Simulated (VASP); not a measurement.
The system is H.

```
CELL_PARAMETERS angstrom
1.99464 0.00000 0.00000
-0.99732 1.72741 0.00000
0.00000 0.00000 3.20430
ATOMIC_POSITIONS crystal
H 0.33333 0.66667 0.25000
H 0.66667 0.33333 0.75000
```

Base run:

- Program: VASP 6.6.1
- Functional: PBE
- Potentials or basis: VASP PAW PBE potentials, release 64 (H)
- Cutoff: 400 eV
- k mesh: 13 × 13 × 7
- Occupations: fermi-dirac, width 0.01 eV
- Spin: no spin polarisation

Its results: band gap on the k mesh zero (bands 1 and 2 overlap by 8.90 eV); pressure -24.8 GPa.

Problem. The run is repeated on the same cell with these changes: cutoff from 400 eV to 500 eV; further incar settings from ALGO = Normal; EDIFF = 1e-08; NBANDS = 8 to ALGO = Normal; EDIFF = 1e-06; NBANDS = 8. What comes out?

Solution. Band gap on the k mesh zero (bands 1 and 2 overlap by 8.90 eV); pressure -24.0 GPa.

Caveats: the cell stands under tension.
